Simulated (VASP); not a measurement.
NaS3:

```
CELL_PARAMETERS angstrom
5.21605 0.00000 0.00000
-2.60803 4.51723 0.00000
0.00000 0.00000 4.82805
ATOMIC_POSITIONS crystal
Na 0.00000 0.00000 0.50000
S 0.50000 0.00000 0.50000
S 0.00000 0.50000 0.50000
S 0.50000 0.50000 0.50000
```

The cell was built from a structure type or drawn by symmetry, and may not be a known phase.

```yaml
Program: VASP 6.6.1
Task: relaxation of cell and atoms
Functional: PBE
Potentials_or_basis: VASP PAW PBE potentials, release 64 (Na_pv, S)
Cutoff: 600 eV
k_mesh: 12 × 12 × 10
Occupations: gaussian, width 0.1 eV
Spin: no spin polarisation
```

At the start: pressure 0.5 GPa; volume 28.44 Å³/atom.

Problem. Where does the relaxation end?

Solution. Over 18 steps the energy falls by 19.7 meV/atom and the volume is 21.61 Å³/atom (-24.0 %); space group P6/mmm (No. 191, to 0.1 Å) before and after.

Step by step:
```tsv
step	energy change (eV)	largest force (eV/Å)	pressure (GPa)	volume (Å³)
1	0.0000	0.0000	0.53	113.76
2	-0.0037	0.0000	-0.24	115.33
3	-0.0040	0.0000	-0.08	114.99
4	-0.0043	0.0000	-0.09	114.79
5	-0.0051	0.0000	-0.09	114.18
6	-0.0069	0.0000	-0.10	112.95
7	-0.0112	0.0000	-0.13	110.50
8	-0.0223	0.0000	-0.18	105.60
9	-0.0520	0.0000	-0.17	95.78
10	-0.0149	0.0000	2.54	76.13
11	-0.0672	0.0000	-0.02	91.18
12	-0.0749	0.0000	0.61	83.66
13	-0.0773	0.0000	0.24	87.00
14	-0.0780	0.0000	0.33	85.97
15	-0.0785	0.0000	0.15	85.69
16	-0.0785	0.0000	0.14	85.67
17	-0.0786	0.0000	0.10	85.87
18	-0.0787	0.0000	-0.03	86.43
```

Final structure:
```yaml
crystal:
  lattice:
    - [5.26635, 0.00000, 0.00000]
    - [-2.63317, 4.56079, 0.00000]
    - [0.00000, 0.00000, 3.59844]
  atoms:
    - { symbol: Na, position: [0.00000, 0.00000, 0.50000] }
    - { symbol: S, position: [0.50000, 0.00000, 0.50000] }
    - { symbol: S, position: [0.00000, 0.50000, 0.50000] }
    - { symbol: S, position: [0.50000, 0.50000, 0.50000] }
```

Caveat: the volume moved by over 15 % at a fixed basis, so the end points are rough.
